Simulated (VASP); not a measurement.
A run of VASP 6.6.1 is set up as follows.

The input INCAR:

```
ALGO = Normal
EDIFF = 1E-6
EDIFFG = -0.01
ENCUT = 600
IBRION = 2
ISIF = 3
ISMEAR = -1
LASPH = True
LCHARG = False
LDAU = True
LDAUJ = 0 0
LDAUL = 2 -1
LDAUPRINT = 1
LDAUTYPE = 2
LDAUU = 6 0
LMAXMIX = 4
LREAL = False
LWAVE = False
NELM = 150
NSW = 60
PREC = Accurate
SIGMA = 0.05
```

The input KPOINTS:

```
k-points
0
Gamma
  10 10 2
```

The input POSCAR:

```
MoS2
1.0
    3.1845414560      0.0000000000      0.0000000000
   -1.5922707280      2.7578938003      0.0000000000
    0.0000000000      0.0000000000     21.6705347200
Mo S
2 4
Direct
    0.3333333333      0.6666666667      0.8511602300
    0.6666666667      0.3333333333      0.1488397700
    0.6666666667      0.3333333333      0.7796253900
    0.3333333333      0.6666666667      0.0772510000
    0.6666666667      0.3333333333      0.9227490000
    0.3333333333      0.6666666667      0.2203746100
```

Potentials or basis: VASP PAW LDA potentials, release 64 (Mo_sv, S).

Run with:

```bash
$ cat potpaw_LDA.64/Mo_sv/POTCAR potpaw_LDA.64/S/POTCAR > POTCAR
$ mpirun -np 1 vasp_std > vasp.out
```

(1) Predict the band gap on the k mesh.

(2) What does it give for the space group after relaxing (to 0.1 Å)?

(3) Estimate the relaxed cell.

## Answers

(1) 1.26 eV (least direct gap 1.86 eV).

(2) P-3m1 (No. 164).

(3) a = 3.148 Å, b = 3.148 Å, c = 20.576 Å, α = 90.00°, β = 90.00°, γ = 120.00°.

Caveat: there is no dipole correction, which matters where the two faces differ.
